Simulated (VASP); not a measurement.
A run of VASP 6.6.1:

Contents of INCAR:

```
PREC     = Accurate       # precision mode
ENCUT    = 520            # plane-wave cutoff, eV
EDIFF    = 1E-7           # SCF threshold, eV
ISMEAR   = 0              # smearing method
SIGMA    = 0.01           # smearing width, eV
LREAL    = False          # projectors in reciprocal space
LASPH    = True           # aspherical terms in the spheres
NELM     = 100            # most SCF steps
ALGO     = Normal         # electronic algorithm
ISIF     = 2              # what is computed and relaxed
LWAVE    = False          # write WAVECAR
LCHARG   = False          # write CHGCAR
GGA      = PE             # functional
IVDW     = 12             # dispersion correction
NBANDS   = 18             # bands
```

Contents of KPOINTS:

```
Automatic mesh
0
Gamma
  6 6 6
```

POSCAR

```
HfO2
1.0
    0.0000000000      2.5403350533      2.5403350533
    2.5403350533      0.0000000000      2.5403350533
    2.5403350533      2.5403350533      0.0000000000
Hf O
1 2
Direct
    0.0000000000      0.0000000000      0.0000000000
    0.2500000000      0.2500000000      0.2500000000
    0.7500000000      0.7500000000      0.7500000000
```

Potentials or basis: VASP PAW PBE potentials, release 64 (Hf_pv, O).

Command:

```console
$ cat potpaw_PBE.64/Hf_pv/POTCAR potpaw_PBE.64/O/POTCAR > POTCAR
$ mpirun -np 1 vasp_std > vasp.out
```

Hardware: 1 thread of Intel Xeon 8259CL (shared host).

Task: How long does it take, and how much memory?

Result: It took 21 s on 1 thread of Intel Xeon 8259CL (shared host), peak memory 0.17 GiB. Counts: scf iterations 15, k points 16.
